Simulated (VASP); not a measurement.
# Ge (P6/mmm) in VASP: notebook

Ge is run at these levels: PBE; tasks: single point.

Everything below comes from runs of VASP 6.6.1. Logs are shortened: lines on timing, memory, paths and dates and some standing lists are left out, and cuts for length are marked.

## (1) The cell of the first run

Symmetry: P6/mmm, No. 191, hexagonal system. Conventional cell: a = 2.848 Å, b = 2.848 Å, c = 2.806 Å, α = 90.00°, β = 90.00°, γ = 120.00°. Ge (site symmetry 6/mmm) has 8 Ge at 2.81 to 2.85 Å within 3.7 Å.

This isn't the form of Ge at room conditions, which is diamond.

## (2) Single point, PBE

Input file INCAR:

```
SYSTEM = Ge
ALGO     = Normal         ! electronic algorithm
EDIFF    = 1E-6           ! SCF threshold, eV
ENCUT    = 520            ! plane-wave cutoff, eV
GGA      = PE             ! functional
ISIF     = 2              ! what is computed and relaxed
ISMEAR   = 0              ! smearing method
LASPH    = .TRUE.         ! aspherical terms in the spheres
LCHARG   = .FALSE.        ! write CHGCAR
LREAL    = .FALSE.        ! projectors in reciprocal space
LWAVE    = .FALSE.        ! write WAVECAR
NBANDS   = 13             ! bands
NELM     = 80             ! most SCF steps
PREC     = Accurate       ! precision mode
SIGMA    = 0.1            ! smearing width, eV
```

Input file KPOINTS:

```
k-points
0
G
  6 6 6
  0 0 0
```

Input file POSCAR:

```
Ge
1.0
    2.8484788157      0.0000000000      0.0000000000
   -1.4242394078      2.4668550165      0.0000000000
    0.0000000000      0.0000000000      2.8058671569
Ge
1
Direct
    0.0000000000      0.0000000000      0.0000000000
```

Potentials or basis: VASP PAW PBE potentials, release 64 (Ge_d).

The run is started by

```sh
$ cat potpaw_PBE.64/Ge_d/POTCAR > POTCAR
$ mpirun -np 1 vasp_std > vasp.out
```

OUTCAR:

```text
SYSTEM = Ge
   EDIFF = 1E-6
   ENCUT = 520
   GGA = PE
   ISIF = 2
   ISMEAR = 0
   LASPH = .TRUE.
   LREAL = .FALSE.
   NELM = 80
   PREC = Accurate

 ion  position               nearest neighbor table
   1  0.000  0.000  0.000-

  LATTYP: Found a hexagonal cell.
 ALAT       =     2.8484788157
 C/A-ratio  =     0.9850405562

  Lattice vectors:

 A1 = (   2.8484788157,   0.0000000000,   0.0000000000)
 A2 = (  -1.4242394078,   2.4668550165,   0.0000000000)
 A3 = (   0.0000000000,   0.0000000000,   2.8058671569)

Analysis of symmetry for initial positions (statically):
=====================================================================
 Subroutine PRICEL returns:
 Original cell was already a primitive cell.

 Routine SETGRP: Setting up the symmetry group for a
 hexagonal supercell.

 Subroutine GETGRP returns: Found 24 space group operations
 (whereof 24 operations were pure point group operations)
 out of a pool of 24 trial point group operations.

The static configuration has the point symmetry D_6h.

Analysis of symmetry for dynamics (positions and initial velocities):
=====================================================================
 Subroutine PRICEL returns:
 Original cell was already a primitive cell.

 Routine SETGRP: Setting up the symmetry group for a
 hexagonal supercell.

 Subroutine GETGRP returns: Found 24 space group operations
 (whereof 24 operations were pure point group operations)
 out of a pool of 24 trial point group operations.

The dynamic configuration has the point symmetry D_6h.

 Subroutine INISYM returns: Found 24 space group operations
 (whereof 24 operations are pure point group operations),
 and found     1 'primitive' translations

----------------------------------------------------------------------------------------

                                     Primitive cell

  volume of cell :      19.7162

  direct lattice vectors                    reciprocal lattice vectors
     2.848478816  0.000000000  0.000000000     0.351064573  0.202687226  0.000000000
    -1.424239408  2.466855016  0.000000000     0.000000000  0.405374452  0.000000000
     0.000000000  0.000000000  2.805867157     0.000000000  0.000000000  0.356396060

  length of vectors
     2.848478816  2.848478816  2.805867157     0.405374452  0.405374452  0.356396060

  position of ions in fractional coordinates (direct lattice)
     0.000000000  0.000000000  0.000000000

  ion indices of the primitive-cell ions
   primitive index   ion index
                 1           1

----------------------------------------------------------------------------------------

 KPOINTS: k-points

Automatic generation of k-mesh.
 Grid dimensions read from file:
 generate k-points for:    6    6    6

 Generating k-lattice:

  Cartesian coordinates                     Fractional coordinates (reciprocal lattice)
     0.058510762  0.033781204  0.000000000     0.166666667  0.000000000  0.000000000
     0.000000000  0.067562409  0.000000000     0.000000000  0.166666667  0.000000000
     0.000000000  0.000000000  0.059399343     0.000000000  0.000000000  0.166666667

  Length of vectors
     0.067562409  0.067562409  0.059399343

  Shift w.r.t. Gamma in fractional coordinates (k-lattice)
     0.000000000  0.000000000  0.000000000

 Subroutine IBZKPT returns following result:
 ===========================================

 Found     28 irreducible k-points:

 Following reciprocal coordinates:
            Coordinates               Weight
  0.000000  0.000000  0.000000      1.000000
  0.166667 -0.000000  0.000000      6.000000
  0.333333 -0.000000  0.000000      6.000000
  0.500000 -0.000000  0.000000      3.000000
  0.166667  0.166667  0.000000      6.000000
  0.333333  0.166667  0.000000     12.000000
[... 16 lines left out ...]
  0.166667 -0.000000  0.500000      6.000000
  0.333333 -0.000000  0.500000      6.000000
 [... further k-points ...]
   k-points           NKPTS =     28   k-points in BZ     NKDIM =     28   number of bands    NBANDS=     13
   number of dos      NEDOS =    301   number of ions     NIONS =      1
   total plane-waves  NPLWV =  13824
   dimension x,y,z NGX =    24 NGY =   24 NGZ =   24
   dimension x,y,z NGXF=    48 NGYF=   48 NGZF=   48
   ions per type =               1
   NGX,Y,Z   is equivalent  to a cutoff of  14.01, 14.01, 14.22 a.u.
   NGXF,Y,Z  is equivalent  to a cutoff of  28.01, 28.01, 28.44 a.u.
 SYSTEM =  Ge
   PREC   = accura    normal or accurate (medium, high low for compatibility)
   ISTART =      0    job   : 0-new  1-cont  2-samecut
   ICHARG =      2    charge: 1-file 2-atom 10-const
   ISPIN  =      1    spin polarized calculation?
   LNONCOLLINEAR =      F non collinear calculations
   LSORBIT =      F    spin-orbit coupling
   LASPH  =      T    aspherical Exc in radial PAW
   ENCUT  =  520.0 eV  38.22 Ry    6.18 a.u.   5.30  5.30  5.22*2*pi/ulx,y,z
   NELM   =     80;   NELMIN=  2; NELMDL= -5     # of ELM steps
   EDIFF  = 0.1E-05   stopping-criterion for ELM
   LREAL  =      F    real-space projection
   EDIFFG = 0.1E-04   stopping-criterion for IOM
   NSW    =      0    number of steps for IOM
   IBRION =     -1    ionic relax: 0-MD 1-quasi-New 2-CG
   NFREE  =      0    steps in history (QN), initial steepest desc. (CG)
   ISIF   =      2    stress and relaxation
   ISYM   =      2    0-nonsym 1-usesym 2-fastsym
   POTIM  = 0.5000    time-step for ionic-motion
   TEBEG  =    0.0;   TEEND  =   0.0 temperature during run
   PSTRESS=    0.0 pullay stress
   NELECT =      14.0000    total number of electrons
   NUPDOWN=      -1.0000    fix difference up-down
   EMIN   =  10.00;   EMAX   =-10.00  energy-range for DOS
   EFERMI =   0.00;   METHOD = LEGACY
   ISMEAR =     0;   SIGMA  =   0.10  broadening in eV -4-tet -1-fermi 0-gaus
   EFERMI_NEDOS =   21; number of points for ismear=-14 and -15
   IALGO  =     38    algorithm
   IMIX   =      4    mixing-type and parameters
     AMIX     =   0.40;   BMIX     =  1.00
     AMIX_MAG =   1.60;   BMIX_MAG =  1.00
  volume/ion in A,a.u.               =      19.72       133.05
  Fermi-wavevector in a.u.,A,eV,Ry     =   1.460527  2.759996 29.023121  2.133139
  Thomas-Fermi vector in A             =   2.576966
   LORBIT       =      0    0 simple, 1 ext, 2 COOP (PROOUT), +10 PAW based schemes
   GGA     = PE    functional components
   LHFCALC =     F    Hartree Fock is set to
   AEXX    =    0.0000 exact exchange contribution
   IVDW    =     0    specifies the selected vdW correction
   LEPSILON=     F    determine dielectric tensor
   LRPA    =     F    only Hartree local field effects (RPA)
 non-spin polarized calculation
 Gauss-broadening in eV      SIGMA  =   0.10
  energy-cutoff  :      520.00
  volume of cell :       19.72
 maximum number of plane-waves:       547
 NGX is ok and might be reduce to    24
   NGX = 11   NGY = 11   NGZ = 11

 number of electron      14.0000004 magnetization

 Free energy of the ion-electron system (eV)
  ---------------------------------------------------
  ext. energy  EPLUGINS =         0.00000000
  ---------------------------------------------------
  free energy    TOTEN  =        -4.31404650 eV

  energy without entropy =       -4.31208323  energy(sigma->0) =       -4.31306487

 E-fermi :   6.7095     XC(G=0): -11.0062

 val. band max:        6.6410552796   @ k =   0.3333  -0.0000   0.3333
 cond. band min:       7.0249870515   @ k =   0.3333   0.1667   0.0000
 fundamental gap:      0.3839317719
 Fermi energy:         6.7094607207

 k-point     1 :       0.0000    0.0000    0.0000
  band No.  band energies     occupation
      1     -18.5488      2.00000
      2     -18.4642      2.00000
      3     -18.4642      2.00000
      4     -18.3517      2.00000
      5     -18.3517      2.00000
      6      -6.6711      2.00000
      7      11.4324      0.00000
      8      14.9394      0.00000
      9      14.9394      0.00000
     10      15.2827      0.00000
     11      20.7326      0.00000
     12      20.7326      0.00000
     13      21.1823      0.00000

 k-point     2 :       0.1667   -0.0000    0.0000
  band No.  band energies     occupation
      1     -18.5331      2.00000
      2     -18.4680      2.00000
      3     -18.4316      2.00000
      4     -18.3663      2.00000
      5     -18.3552      2.00000
      6      -5.9970      2.00000
      7      10.3361      0.00000
      8      12.0820      0.00000
      9      13.2843      0.00000
     10      15.9892      0.00000
     11      17.6626      0.00000
     12      23.6675      0.00000
     13      24.3954      0.00000

 k-point     3 :       0.3333   -0.0000    0.0000
  band No.  band energies     occupation
      1     -18.5290      2.00000
      2     -18.4503      2.00000
      3     -18.3952      2.00000
      4     -18.3657      2.00000
      5     -18.3620      2.00000
      6      -3.9972      2.00000
      7       4.6029      2.00000
      8      11.3925      0.00000
      9      13.8469      0.00000
     10      15.2481      0.00000
     11      18.3258      0.00000
     12      24.2582      0.00000
     13      25.4468      0.00000
[... 305 lines left out ...]
 k-point    23 :       0.1667   -0.0000    0.5000
  band No.  band energies     occupation
      1     -18.4667      2.00000
      2     -18.4258      2.00000
      3     -18.4169      2.00000
      4     -18.4007      2.00000
      5     -18.3826      2.00000
      6      -2.8237      2.00000
      7       1.1505      2.00000
      8      13.2285      0.00000
      9      15.6880      0.00000
     10      18.0635      0.00000
     11      20.6324      0.00000
     12      22.8304      0.00000
     13      23.3227      0.00000

 k-point    24 :       0.3333   -0.0000    0.5000
  band No.  band energies     occupation
      1     -18.4907      2.00000
      2     -18.4574      2.00000
      3     -18.4097      2.00000
      4     -18.3616      2.00000
      5     -18.3265      2.00000
      6      -0.8160      2.00000
      7       2.9860      2.00000
      8       7.5139      0.00000
      9      12.5850      0.00000
     10      13.7962      0.00000
     11      18.9095      0.00000
     12      20.9800      0.00000
     13      21.0471      0.00000

 [... further k-points ...]

------------------------ aborting loop because EDIFF is reached ----------------------------------------

  FORCE on cell =-STRESS in cart. coord.  units (eV):
  Direction    XX          YY          ZZ          XY          YZ          ZX
  --------------------------------------------------------------------------------------
  -------------------------------------------------------------------------------------
  Total       -0.0184922     -0.0184922     -0.0277319     -0.0000000      0.0000000     -0.0000000
  in kB       -1.5027110     -1.5027110     -2.2535502     -0.0000000      0.0000000     -0.0000000
  external PRESSURE =      -1.7529908 kB  Pullay stress =       0.0000000 kB

 VOLUME and BASIS-vectors are now :
 -----------------------------------------------------------------------------
  energy-cutoff  :      520.00
  volume of cell :       19.72
      direct lattice vectors                 reciprocal lattice vectors
     2.848478816  0.000000000  0.000000000     0.351064573  0.202687226  0.000000000
    -1.424239408  2.466855016  0.000000000     0.000000000  0.405374452  0.000000000
     0.000000000  0.000000000  2.805867157     0.000000000  0.000000000  0.356396060

 POSITION                                       TOTAL-FORCE (eV/Angst)
 -----------------------------------------------------------------------------------
      0.00000      0.00000      0.00000         0.000000      0.000000      0.000000
 -----------------------------------------------------------------------------------
    total drift:                                0.000000      0.000000      0.000000

  FREE ENERGIE OF THE ION-ELECTRON SYSTEM (eV)
  ---------------------------------------------------
  free  energy   TOTEN  =        -4.3140465013 eV

  energy  without entropy=       -4.3120832333  energy(sigma->0) =       -4.31306487
```

Run time: 2.7 s. Hardware: 1 thread of Intel Xeon 6975P-C (Granite Rapids), shared host; peak memory 0.13 GiB.

Results:

- Free energy: -4.3140 eV
- Pressure: -0.2 GPa
- Band gap on the k mesh: zero (bands 7 and 8 overlap by 8.42 eV)

Caveat: the k points lie up to 0.42 Å⁻¹ apart, too coarse for converged energies and pressures of a metal.

## (3) Single point, PBE

This run uses another cell than the first one, of 23.22 Å³/atom.

Input file INCAR:

```
SYSTEM = Ge
PREC     = Accurate       ! precision mode
ENCUT    = 520            ! plane-wave cutoff, eV
EDIFF    = 1E-6           ! SCF threshold, eV
ISMEAR   = 0              ! smearing method
SIGMA    = 0.1            ! smearing width, eV
LREAL    = .False.        ! projectors in reciprocal space
LASPH    = .True.         ! aspherical terms in the spheres
NELM     = 80             ! most SCF steps
ALGO     = Normal         ! electronic algorithm
ISIF     = 2              ! what is computed and relaxed
LWAVE    = .False.        ! write WAVECAR
LCHARG   = .True.         ! write CHGCAR
GGA      = PE             ! functional
LELF     = .True.         ! ELF
LVHAR    = .True.       
NBANDS   = 13             ! bands
```

Input file KPOINTS:

```
Automatic mesh
0
Gamma
  6 6 6
  0 0 0
```

Input file POSCAR:

```
Ge
1.0
    3.0614416627      0.0000000000      0.0000000000
   -1.5307208313      2.6512862521      0.0000000000
    0.0000000000      0.0000000000      2.8605345535
Ge
1
Direct
    0.0000000000      0.0000000000      0.0000000000
```

Potentials or basis: VASP PAW PBE potentials, release 64 (Ge_d).

The run is started by

```sh
$ cat potpaw_PBE.64/Ge_d/POTCAR > POTCAR
$ mpirun -np 1 vasp_std > vasp.out
```

It took 2.9 s on 1 thread of Intel Xeon 6975P-C (Granite Rapids), shared host; peak memory 0.13 GiB.

The run converged. Its results:

```
Free energy            : -4.1815 eV
Pressure               : -8.2 GPa
Band gap on the k mesh : zero (bands 7 and 8 overlap by 8.31 eV)
```

Stress tensor (GPa, compression positive):
```
-11.29   0.00   0.00
  0.00 -11.29   0.00
  0.00   0.00  -1.98
```

Levels at points of the mesh, in eV from the Fermi level:
```tsv
k point	band 4	band 5	band 6	band 7	band 8	band 9	band 10	band 11
(0.00, 0.00, 0.00)	-24.78	-24.78	-11.84	5.46	6.47	6.47	9.23	11.96
(0.50, 0.00, 0.00)	-24.79	-24.79	-8.03	-4.64	3.27	7.27	8.29	14.08
(0.00, 0.00, 0.50)	-24.82	-24.79	-8.83	-4.94	8.62	8.62	14.63	15.57
(0.50, 0.00, 0.50)	-24.78	-24.74	-4.83	-2.08	-1.73	3.55	5.54	10.70
```

Caveat: the k points lie up to 0.39 Å⁻¹ apart, too coarse for converged energies and pressures of a metal.

The gap in the log of VASP goes by the Fermi energy; the results here count the filled bands.